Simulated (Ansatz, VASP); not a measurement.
# Ni: VASP beside Ansatz

Contents of INCAR:

```
  ALGO = Normal
  EDIFF = 1E-7
  ENCUT = 520
  GGA = PE
  ISIF = 2
  ISMEAR = 0
  ISPIN = 2
  LASPH = T
  LCHARG = F
  LMAXMIX = 4
  LORBIT = 11
  LREAL = F
  LWAVE = F
  MAGMOM = 2 2
  NBANDS = 21
  NELM = 150
  PREC = Accurate
  SIGMA = 0.1
```

Contents of KPOINTS:

```
k-points
0
Gamma
  6 12 12
```

The input POSCAR:

```
Ni
1.0
    0.0000000000      3.4990000000      3.4990000000
    1.7495000000      0.0000000000      1.7495000000
    1.7495000000      1.7495000000      0.0000000000
Ni
2
Direct
    0.0000000000      0.0000000000      0.0000000000
    0.5000000000      0.0000000000      0.0000000000
```

Input for Ansatz:

```yaml
crystal:
  lattice:
    - [0.0, 3.499, 3.499]
    - [1.7495, 0.0, 1.7495]
    - [1.7495, 1.7495, 0.0]
  atoms:
    - { symbol: Ni, position: [0.0, 0.0, 0.0], spin: 2.0 }
    - { symbol: Ni, position: [0.5, 0.0, 0.0], spin: 2.0 }
magnetization:
  spin_polarized: true
hamiltonian:
  xc: pbe
  pseudopotentials: { kind: paw }
basis:
  ecutwfc: 420
kpoints:
  mp_grid: { grid: [6, 12, 12] }
scf:
  occupations: { method: gaussian, width: 0.1 }
  lower_state_search: "off"
output:
  forces: true
  stress: true
```

Alike in both runs: task single point; functional PBE; k mesh 6 × 12 × 12; occupations gaussian, width 0.1 eV; collinear spin.

|  | VASP | Ansatz |
| --- | --- | --- |
| version | VASP 6.6.1 | Ansatz 0.2.0 |
| potentials or method | VASP PAW PBE potentials, release 64 (Ni), cutoff 520 eV | PAW, plane waves, scalar-relativistic |
| valence electrons in the cell | 20 | 36 |

```tsv
	VASP	Ansatz	Ansatz less VASP
pressure (GPa)	3.7	3.9	+0.17
net moment per atom (μB)	0.67	0.69	+0.016
size of the moment on the site where the two differ most (μB)	0.68	0.73	+0.046
```

Site moments also hang on the region over which each program counts them. The functional is the same, so the differences come from potentials, cutoffs and numerics. VASP's potentials hold 20 valence electrons a cell and Ansatz's 36, so a difference there can come from the potentials and not from the codes.
